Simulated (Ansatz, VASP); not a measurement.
Two plane-wave programs on Te

```xyz
3
Lattice="4.4540 0.0000 0.0000 -2.2270 3.8573 0.0000 0.0000 0.0000 5.9240" Properties=species:S:1:pos:R:3 pbc="T T T"
Te    1.1981    0.0000    1.9747
Te   -0.5991    1.0376    3.9493
Te    1.6279    2.8197    0.0000
```

Alike in both runs: task single point; functional PBE; k mesh 6 × 6 × 4; occupations gaussian, width 0.1 eV; no spin polarisation.

```csv
,VASP,Ansatz
version,VASP 6.6.1,Ansatz 0.2.0
potentials or method,"VASP PAW PBE potentials, release 64 (Te), cutoff 500 eV","scalar-relativistic, plane waves, PAW"
valence electrons in the cell,18,48
```

```tsv
	VASP	Ansatz	Ansatz less VASP
gap on the k mesh at the Fermi level (eV)	0.17	0.19	+0.021
least direct gap on the mesh (eV)	0.17	0.19	+0.021
pressure (GPa)	1.5	1.5	-0.01
traceless stress, the component that is largest in VASP (GPa)	0.28	0.26	-0.023
rms of the force components (eV/Å)	0.087	0.080	-0.0070
```

Atom by atom the forces differ by 0.007 eV/Å (rms over components). With one functional, cell and mesh, what is left measures potentials, basis and numerics. VASP's potentials hold 18 valence electrons a cell and Ansatz's 48, so a difference there can come from the potentials and not from the codes.

Neither program's run includes spin-orbit coupling.
